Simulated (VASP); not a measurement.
# NaBe2 (P4/nmm) in VASP: relaxation of cell and atoms with PBE

Aim: the relaxation of cell and atoms of NaBe2 with PBE.

Everything below comes from runs of VASP 6.6.1. Logs are shortened: lines on timing, memory, paths and dates and some standing lists are left out, and cuts for length are marked.

## Step 1: The cell of the first run

Symmetry: P4/nmm, No. 129, tetragonal system. Conventional cell: a = 4.606 Å, b = 4.606 Å, c = 4.353 Å, α = 90.00°, β = 90.00°, γ = 90.00°. Na (site symmetry 4mm) has 8 Be at 2.33 to 2.93 Å within 3.1 Å. Within 1.9 Å of Be (site symmetry 2mm) lie 1 Be at 1.45 Å.

## Step 2: Relaxation of cell and atoms, PBE

File INCAR:

```
PREC = Accurate ; ENCUT = 600
EDIFF = 1E-7 ; ISMEAR = 0
SIGMA = 0.1 ; LREAL = F
LASPH = T ; NELM = 80
ALGO = Fast ; ISIF = 3
LWAVE = F ; LCHARG = F
GGA = PE ; IBRION = 2
NSW = 90 ; EDIFFG = -0.04
```

File KPOINTS:

```
Automatic mesh
0
Gamma
  4 4 4
```

File POSCAR:

```
NaBe2
1.0
    4.6058009134      0.0000000000      0.0000000000
    0.0000000000      4.6058009134      0.0000000000
    0.0000000000      0.0000000000      4.3527471357
Na Be
2 4
Direct
    0.0000000000      0.5000000000      0.2500000000
    0.5000000000      0.0000000000      0.7500000000
    0.0000000000      0.0000000000      0.3333333333
    0.5000000000      0.5000000000      0.3333333333
    0.0000000000      0.0000000000      0.6666666667
    0.5000000000      0.5000000000      0.6666666667
```

Potentials or basis: VASP PAW PBE potentials, release 64 (Na_pv, Be).

Command:

```
> cat potpaw_PBE.64/Na_pv/POTCAR potpaw_PBE.64/Be/POTCAR > POTCAR
> mpirun -np 1 vasp_std > vasp.out
```

OUTCAR:

```text
PREC = Accurate
   ENCUT = 600
   EDIFF = 1E-7
   ISMEAR = 0
   LREAL = F
   LASPH = T
   NELM = 80
   ISIF = 3
   GGA = PE
   IBRION = 2
   NSW = 90
   EDIFFG = -0.04

 ion  position               nearest neighbor table
   1  0.000  0.500  0.250-   3 2.33   4 2.33   3 2.33   4 2.33
   2  0.500  0.000  0.750-   5 2.33   6 2.33   6 2.33   5 2.33
   3  0.000  0.000  0.333-   5 1.45   1 2.33   1 2.33
   4  0.500  0.500  0.333-   6 1.45   1 2.33   1 2.33
   5  0.000  0.000  0.667-   3 1.45   2 2.33   2 2.33
   6  0.500  0.500  0.667-   4 1.45   2 2.33   2 2.33

  LATTYP: Found a simple tetragonal cell.
 ALAT       =     4.6058009134
 C/A-ratio  =     0.9450575953

  Lattice vectors:

 A1 = (   4.6058009134,   0.0000000000,   0.0000000000)
 A2 = (   0.0000000000,   4.6058009134,   0.0000000000)
 A3 = (   0.0000000000,   0.0000000000,   4.3527471357)

Analysis of symmetry for initial positions (statically):
=====================================================================
 Subroutine PRICEL returns:
 Original cell was already a primitive cell.

 Routine SETGRP: Setting up the symmetry group for a
 simple tetragonal supercell.

 Subroutine GETGRP returns: Found 16 space group operations
 (whereof  8 operations were pure point group operations)
 out of a pool of 16 trial point group operations.

The static configuration has the point symmetry D_2d.
 The point group associated with its full space group is D_4h.

Analysis of symmetry for dynamics (positions and initial velocities):
=====================================================================
 Subroutine PRICEL returns:
 Original cell was already a primitive cell.

 Routine SETGRP: Setting up the symmetry group for a
 simple tetragonal supercell.

 Subroutine GETGRP returns: Found 16 space group operations
 (whereof  8 operations were pure point group operations)
 out of a pool of 16 trial point group operations.

The dynamic configuration has the point symmetry D_2d.
 The point group associated with its full space group is D_4h.

 Subroutine INISYM returns: Found 16 space group operations
 (whereof  8 operations are pure point group operations),
 and found     1 'primitive' translations

----------------------------------------------------------------------------------------

                                     Primitive cell

  volume of cell :      92.3366

  direct lattice vectors                    reciprocal lattice vectors
     4.605800913  0.000000000  0.000000000     0.217117504  0.000000000  0.000000000
     0.000000000  4.605800913  0.000000000     0.000000000  0.217117504  0.000000000
     0.000000000  0.000000000  4.352747136     0.000000000  0.000000000  0.229739971

  length of vectors
     4.605800913  4.605800913  4.352747136     0.217117504  0.217117504  0.229739971

  position of ions in fractional coordinates (direct lattice)
     0.000000000  0.500000000  0.250000000
     0.500000000  0.000000000  0.750000000
     0.000000000  0.000000000  0.333333333
     0.500000000  0.500000000  0.333333333
     0.000000000  0.000000000  0.666666667
     0.500000000  0.500000000  0.666666667

  ion indices of the primitive-cell ions
   primitive index   ion index
                 1           1
                 2           2
                 3           3
                 4           4
                 5           5
                 6           6

----------------------------------------------------------------------------------------

 KPOINTS: Automatic mesh

Automatic generation of k-mesh.
 Grid dimensions read from file:
 generate k-points for:    4    4    4

 Generating k-lattice:

  Cartesian coordinates                     Fractional coordinates (reciprocal lattice)
     0.054279376  0.000000000  0.000000000     0.250000000  0.000000000  0.000000000
     0.000000000  0.054279376  0.000000000     0.000000000  0.250000000  0.000000000
     0.000000000  0.000000000  0.057434993     0.000000000  0.000000000  0.250000000

  Length of vectors
     0.054279376  0.054279376  0.057434993

  Shift w.r.t. Gamma in fractional coordinates (k-lattice)
     0.000000000  0.000000000  0.000000000

 Subroutine IBZKPT returns following result:
 ===========================================

 Found     18 irreducible k-points:

 Following reciprocal coordinates:
            Coordinates               Weight
  0.000000  0.000000  0.000000      1.000000
  0.250000  0.000000  0.000000      4.000000
  0.500000  0.000000  0.000000      2.000000
  0.250000  0.250000  0.000000      4.000000
  0.500000  0.250000  0.000000      4.000000
  0.500000  0.500000  0.000000      1.000000
[... 10 lines left out ...]
  0.500000  0.250000  0.500000      4.000000
  0.500000  0.500000  0.500000      1.000000
   k-points           NKPTS =     18   k-points in BZ     NKDIM =     18   number of bands    NBANDS=     15
   number of dos      NEDOS =    301   number of ions     NIONS =      6
   total plane-waves  NPLWV =  57600
   dimension x,y,z NGX =    40 NGY =   40 NGZ =   36
   dimension x,y,z NGXF=    80 NGYF=   80 NGZF=   72
   ions per type =               2   4
   NGX,Y,Z   is equivalent  to a cutoff of  14.44, 14.44, 13.75 a.u.
   NGXF,Y,Z  is equivalent  to a cutoff of  28.88, 28.88, 27.50 a.u.
 SYSTEM =  unknown system
   PREC   = accura    normal or accurate (medium, high low for compatibility)
   ISTART =      0    job   : 0-new  1-cont  2-samecut
   ICHARG =      2    charge: 1-file 2-atom 10-const
   ISPIN  =      1    spin polarized calculation?
   LNONCOLLINEAR =      F non collinear calculations
   LSORBIT =      F    spin-orbit coupling
   LASPH  =      T    aspherical Exc in radial PAW
   ENCUT  =  600.0 eV  44.10 Ry    6.64 a.u.   9.20  9.20  8.69*2*pi/ulx,y,z
   NELM   =     80;   NELMIN=  2; NELMDL= -5     # of ELM steps
   EDIFF  = 0.1E-06   stopping-criterion for ELM
   LREAL  =      F    real-space projection
   EDIFFG = -.4E-01   stopping-criterion for IOM
   NSW    =     90    number of steps for IOM
   IBRION =      2    ionic relax: 0-MD 1-quasi-New 2-CG
   NFREE  =      1    steps in history (QN), initial steepest desc. (CG)
   ISIF   =      3    stress and relaxation
   ISYM   =      2    0-nonsym 1-usesym 2-fastsym
   POTIM  = 0.5000    time-step for ionic-motion
   TEBEG  =    0.0;   TEEND  =   0.0 temperature during run
   PSTRESS=    0.0 pullay stress
   NELECT =      22.0000    total number of electrons
   NUPDOWN=      -1.0000    fix difference up-down
   EMIN   =  10.00;   EMAX   =-10.00  energy-range for DOS
   EFERMI =   0.00;   METHOD = LEGACY
   ISMEAR =     0;   SIGMA  =   0.10  broadening in eV -4-tet -1-fermi 0-gaus
   EFERMI_NEDOS =   21; number of points for ismear=-14 and -15
   IALGO  =     68    algorithm
   IMIX   =      4    mixing-type and parameters
     AMIX     =   0.40;   BMIX     =  1.00
     AMIX_MAG =   1.60;   BMIX_MAG =  1.00
  volume/ion in A,a.u.               =      15.39       103.85
  Fermi-wavevector in a.u.,A,eV,Ry     =   1.014903  1.917888 14.014379  1.030028
  Thomas-Fermi vector in A             =   2.148158
   LORBIT       =      0    0 simple, 1 ext, 2 COOP (PROOUT), +10 PAW based schemes
   GGA     = PE    functional components
   LHFCALC =     F    Hartree Fock is set to
   AEXX    =    0.0000 exact exchange contribution
   IVDW    =     0    specifies the selected vdW correction
   LEPSILON=     F    determine dielectric tensor
   LRPA    =     F    only Hartree local field effects (RPA)
 conjugate gradient relaxation of ions
 non-spin polarized calculation
 RMM-DIIS sequential band-by-band and
 Gauss-broadening in eV      SIGMA  =   0.10
  energy-cutoff  :      600.00
  volume of cell :       92.34
 maximum number of plane-waves:      3108
 NGX is ok and might be reduce to    40
   NGX = 19   NGY = 19   NGZ = 17

--------------------------------------- Ionic step        1  -------------------------------------------

 number of electron      22.0000018 magnetization

 Free energy of the ion-electron system (eV)
  ---------------------------------------------------
  ext. energy  EPLUGINS =         0.00000000
  ---------------------------------------------------
  free energy    TOTEN  =        -4.24442562 eV

  energy without entropy =       -4.23301111  energy(sigma->0) =       -4.23871837

------------------------ aborting loop because EDIFF is reached ----------------------------------------

  FORCE on cell =-STRESS in cart. coord.  units (eV):
  Direction    XX          YY          ZZ          XY          YZ          ZX
  --------------------------------------------------------------------------------------
  -------------------------------------------------------------------------------------
  Total        7.0018052      7.0018052     26.6283240      0.0000000      0.0000000      0.0000000
  in kB      121.4917654    121.4917654    462.0411466      0.0000000      0.0000000      0.0000000
  external PRESSURE =     235.0082258 kB  Pullay stress =       0.0000000 kB
[... 101 lines left out ...]
  FREE ENERGIE OF THE ION-ELECTRON SYSTEM (eV)
  ---------------------------------------------------
  free  energy   TOTEN  =        -8.4488787155 eV

  energy  without entropy=       -8.4373009204  energy(sigma->0) =       -8.44308982

[... ionic steps 4 to 14 ...]

--------------------------------------- Ionic step       15  -------------------------------------------

 number of electron      21.9999988 magnetization

------------------------ aborting loop because EDIFF is reached ----------------------------------------

  FORCE on cell =-STRESS in cart. coord.  units (eV):
  Direction    XX          YY          ZZ          XY          YZ          ZX
  --------------------------------------------------------------------------------------
  -------------------------------------------------------------------------------------
  Total        0.2932581      0.2932581     -0.7865252      0.0000000      0.0000000      0.0000000
  in kB        3.8112471      3.8112471    -10.2218536      0.0000000      0.0000000      0.0000000
  external PRESSURE =      -0.8664531 kB  Pullay stress =       0.0000000 kB
[... 65 lines left out ...]
  energy  without entropy=      -11.4470271553  energy(sigma->0) =      -11.45664222

--------------------------------------- Ionic step       17  -------------------------------------------

 number of electron      22.0000001 magnetization

 Free energy of the ion-electron system (eV)
  ---------------------------------------------------
  ext. energy  EPLUGINS =         0.00000000
  ---------------------------------------------------
  free energy    TOTEN  =       -11.47139571 eV

  energy without entropy =      -11.45140678  energy(sigma->0) =      -11.46140125

 E-fermi :   0.8054     XC(G=0):  -7.6412

 val. band max:        0.7927468096   @ k =   0.5000   0.0000   0.0000
 cond. band min:       0.8076504850   @ k =   0.5000   0.2500   0.0000
 fundamental gap:      0.0149036754
 Fermi energy:         0.8053981987

 k-point     1 :       0.0000    0.0000    0.0000
  band No.  band energies     occupation
      1     -23.1035      2.00000
      2     -23.1035      2.00000
      3     -23.0981      2.00000
      4     -23.0981      2.00000
      5     -23.0798      2.00000
      6     -23.0774      2.00000
      7      -4.6930      2.00000
      8      -2.0613      2.00000
      9      -0.2091      2.00000
     10      -0.2091      2.00000
     11       0.3899      2.00000
     12       1.2445      0.00000
     13       2.7673      0.00000
     14       2.7673      0.00000
     15       3.5989      0.00000
[... 337 lines left out ...]
  FREE ENERGIE OF THE ION-ELECTRON SYSTEM (eV)
  ---------------------------------------------------
  free  energy   TOTEN  =       -11.4713957132 eV

  energy  without entropy=      -11.4514067782  energy(sigma->0) =      -11.46140125

 reached required accuracy - stopping structural energy minimisation
```

Wall time 4.7 min (1 thread of AMD EPYC 9R45 (Zen 5), shared host); peak memory 0.21 GiB.

What came out:

```
Free energy                            : -11.4714 eV
Relaxed volume                         : 20.65 Å³/atom
Relaxed cell                           : a = 5.466 Å, b = 5.466 Å, c = 4.147 Å, α = 90.00°, β = 90.00°, γ = 90.00°
Space group after relaxing (to 0.05 Å) : P4/nmm (No. 129)
Energy gained by relaxing              : 1204.5 meV/atom
Ionic steps                            : 17
Pressure after relaxing                : 0.0 GPa
Largest force after relaxing           : 0.020 eV/Å
Band gap on the k mesh                 : zero (band 11 reaches 2.76 eV, above the bottom of band 12 at -0.22 eV)
```

Forces in eV/Å, atoms in the order of the input:
```
Na   0.000  0.000 -0.008
Na   0.000  0.000  0.008
Be   0.000  0.000 -0.020
Be   0.000  0.000 -0.020
Be   0.000  0.000  0.020
Be   0.000  0.000  0.020
```

Stress tensor (GPa, compression positive):
```
 0.13  0.00  0.00
 0.00  0.13  0.00
 0.00  0.00 -0.27
```

Step by step:
```csv
step,energy change (eV),largest force (eV/Å),pressure (GPa),volume (Å³)
1,0.0000,11.7997,23.50,92.34
2,-4.0178,0.4097,-0.23,125.08
3,-4.2045,0.3411,-0.58,122.66
4,-4.3329,0.2783,-0.68,120.46
5,-5.2057,0.2044,1.06,105.91
6,-4.9891,1.9546,5.99,99.00
7,-5.2592,0.3395,1.83,104.25
8,-5.2617,0.7417,2.96,102.36
9,-5.2707,0.5464,2.45,103.14
10,-6.5459,0.6915,1.40,107.81
11,-7.1218,0.2576,3.04,112.63
12,-7.1376,0.0317,2.69,112.13
13,-7.1363,0.0884,2.77,112.26
14,-7.2086,0.0844,0.98,118.58
15,-7.2218,0.0813,-0.09,123.28
16,-7.2218,0.0815,-0.03,122.98
17,-7.2270,0.0196,0.00,123.89
```

Final structure:
```
Na Be
1.0
     5.46600    0.00000    0.00000
     0.00000    5.46600    0.00000
     0.00000    0.00000    4.14663
Na Be
2 4
Cartesian
  0.0000 2.7330 0.9862
  2.7330 5.4660 3.1605
  5.4660 0.0000 1.0384
  2.7330 2.7330 1.0384
  0.0000 5.4660 3.1082
  2.7330 2.7330 3.1082
```

Levels at points of the mesh, in eV from the Fermi level:
| k point | band 6 | band 7 | band 8 | band 9 | band 10 | band 11 | band 12 | band 13 | band 14 | band 15 |
| --- | --- | --- | --- | --- | --- | --- | --- | --- | --- | --- |
| (0.00, 0.00, 0.00) | -23.88 | -5.50 | -2.87 | -1.01 | -1.01 | -0.42 | 0.44 | 1.96 | 1.96 | 2.79 |
| (0.50, 0.00, 0.00) | -23.88 | -4.51 | -4.51 | -0.01 | -0.01 | 0.01 | 0.01 | 0.16 | 0.16 | 4.46 |
| (0.50, 0.50, 0.00) | -23.88 | -4.08 | -4.08 | -2.17 | -2.17 | 0.02 | 0.02 | 2.46 | 2.46 | 5.32 |
| (0.00, 0.00, 0.50) | -23.89 | -3.79 | -3.76 | -1.63 | -1.60 | 1.03 | 1.03 | 1.05 | 1.05 | 3.98 |
| (0.50, 0.00, 0.50) | -23.89 | -2.93 | -2.93 | -2.87 | -2.87 | 1.95 | 1.95 | 1.99 | 1.99 | 2.04 |
| (0.50, 0.50, 0.50) | -23.89 | -2.62 | -2.62 | -2.59 | -2.59 | -0.03 | -0.03 | 0.01 | 0.01 | 4.20 |

Caveat: the k points lie up to 0.38 Å⁻¹ apart in the final cell; the volume moved by over 15 % at a fixed basis, so the end points are rough.
